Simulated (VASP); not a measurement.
**AlN: single point with PBE**

Crystal: AlN.

```
Al N
1.0
     0.00000   -2.03532   -2.03532
     0.00000    2.03532   -2.03532
     4.07063    0.00000    0.00000
Al N
2 2
Direct
  0.50088 0.49912 0.00000
  0.99912 0.00088 0.50000
  0.50467 0.49533 0.50000
  0.99533 0.00467 0.00000
```

This cell differs from its parent crystal: mode 10 frozen in at -0.019 Å and mode 12 at +0.000 Å (largest displacements).

```yaml
Program: VASP 6.6.1
Task: single point
Functional: PBE
Potentials_or_basis: VASP PAW PBE potentials, release 64 (Al, N)
Cutoff: 520 eV
k_mesh: 8 × 8 × 6
Occupations: gaussian, width 0.05 eV
Spin: no spin polarisation
Dipole_correction: no
Further_INCAR_settings: ALGO = Normal; EDIFF = 1e-06; NBANDS = 16
```

| Quantity | Value |
| --- | --- |
| Pressure | -0.2 GPa |
| Largest force | 0.295 eV/Å |
| Band gap on the k mesh | 4.40 eV |

Forces in eV/Å, atoms in the order of the input:
```
Al   0.000  0.107  0.000
Al   0.000 -0.107  0.000
N    0.000  0.295  0.000
N    0.000 -0.295  0.000
```

Stress tensor (GPa, compression positive):
```
-0.28  0.00  0.00
 0.00 -0.04  0.00
 0.00  0.00 -0.34
```

Levels at points of the mesh, in eV from the valence-band top:
| k point | band 4 | band 5 | band 6 | band 7 | band 8 | band 9 | band 10 | band 11 | band 12 | band 13 |
| --- | --- | --- | --- | --- | --- | --- | --- | --- | --- | --- |
| (0.00, 0.00, 0.00) | -2.75 | -2.75 | -0.01 | -0.01 | 0.00 | 4.41 | 5.34 | 5.38 | 12.07 | 12.09 |
| (0.50, 0.00, 0.00) | -5.79 | -4.14 | -3.98 | -1.14 | -1.05 | 8.21 | 8.23 | 10.26 | 10.28 | 10.30 |
| (0.50, 0.50, 0.00) | -7.24 | -2.75 | -2.75 | -2.75 | -2.74 | 4.40 | 4.41 | 5.33 | 5.34 | 13.80 |
| (0.00, 0.00, 0.50) | -3.79 | -1.60 | -1.60 | -1.60 | -1.60 | 7.48 | 7.48 | 7.48 | 7.48 | 10.99 |
| (0.50, 0.00, 0.50) | -8.18 | -1.04 | -1.04 | -1.04 | -1.04 | 6.00 | 6.00 | 10.82 | 10.82 | 10.83 |
| (0.50, 0.50, 0.50) | -5.60 | -5.59 | -5.59 | -3.85 | -3.85 | 7.86 | 7.86 | 10.60 | 10.60 | 10.63 |

Wall time 13 s on 1 thread of Intel(R) Xeon(R) 6975P-C (Granite Rapids), on a shared host, peak memory 0.16 GiB.

Caveat: the cell differs from its parent crystal (mode 10 frozen in at -0.019 Å and mode 12 at +0.000 Å (largest displacements)). A k mesh can miss the band edges.
